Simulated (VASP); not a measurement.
**Sb2Pt: relaxation of cell and atoms with PBE**

Sb2Pt:

```
Pt Sb
1.0
     3.60878    0.00000    0.00000
    -1.80439    3.12529    0.00000
     0.00000    0.00000    5.82171
Pt Sb
1 2
Direct
  0.00000 0.00000 0.00000
  0.33333 0.66667 0.25200
  0.66667 0.33333 0.74800
```

```json
{"Program": "VASP 6.6.1", "Task": "relaxation of cell and atoms", "Functional": "PBE", "Potentials or basis": "VASP PAW PBE potentials, release 64 (Pt, Sb)", "Cutoff": "600 eV", "k mesh": "12 × 12 × 6", "Occupations": "gaussian, width 0.05 eV", "Spin": "no spin polarisation", "Dipole correction": "no", "Further INCAR settings": "ALGO = Normal; EDIFF = 1e-06; IBRION = 2; EDIFFG = -0.01; NSW = 80; ISIF = 3"}
```

```json
{
 "Relaxed volume": "24.50 Å³/atom",
 "Relaxed cell": "a = 4.026 Å, b = 4.026 Å, c = 5.237 Å, α = 90.00°, β = 90.00°, γ = 120.00°",
 "Space group after relaxing (to 0.1 Å)": "P-3m1 (No. 164)",
 "Energy gained by relaxing": "348.2 meV/atom",
 "Ionic steps": "14",
 "Pressure after relaxing": "0.0 GPa",
 "Band gap on the k mesh": "zero (bands 10 and 11 overlap by 3.44 eV)"
}
```

Step by step:
```csv
step,energy change (eV),largest force (eV/Å),pressure (GPa),volume (Å³)
1,0.0000,2.7544,24.50,65.66
2,0.9007,1.6019,-14.11,102.74
3,-0.8602,0.1164,-2.31,77.86
4,-0.8676,0.0151,-1.13,76.94
5,-0.8683,0.0708,-0.64,76.57
6,-0.9309,0.1497,-0.54,75.98
7,-1.0149,0.1257,-0.09,74.62
8,-0.9876,0.1088,2.24,71.03
9,-1.0421,0.0958,0.49,73.43
10,-1.0433,0.0651,0.78,72.95
11,-1.0436,0.0738,0.72,73.05
12,-1.0361,0.1896,-1.77,74.74
13,-1.0447,0.0012,0.02,73.50
14,-1.0447,0.0001,0.01,73.51
```

Final structure:
```yaml
crystal:
  lattice:
    - [4.02596, 0.00000, 0.00000]
    - [-2.01298, 3.48658, 0.00000]
    - [0.00000, 0.00000, 5.23660]
  atoms:
    - { symbol: Pt, position: [0.00000, 0.00000, 0.00000] }
    - { symbol: Sb, position: [0.33333, 0.66667, 0.26479] }
    - { symbol: Sb, position: [0.66667, 0.33333, 0.73521] }
```

Levels at points of the mesh, in eV from the Fermi level:
```csv
k point,band 7,band 8,band 9,band 10,band 11,band 12,band 13,band 14
"(0.00, 0.00, 0.00)",-3.08,-1.90,1.64,1.64,2.60,2.60,3.82,4.05
"(0.50, 0.00, 0.00)",-2.68,-2.19,-1.80,-1.73,-1.55,1.36,4.61,5.02
"(0.00, 0.00, 0.50)",-3.11,-0.27,0.69,0.86,0.86,4.13,4.13,5.30
"(0.50, 0.00, 0.50)",-2.80,-2.70,-2.42,-0.47,1.13,1.80,3.14,5.50
```

Wall time 7.7 min on 1 thread of Intel(R) Xeon(R) Platinum 8559C (Emerald Rapids), on a shared host, peak memory 0.3 GiB.

Caveat: spin-orbit coupling is left out, which moves the levels of the heavy elements.
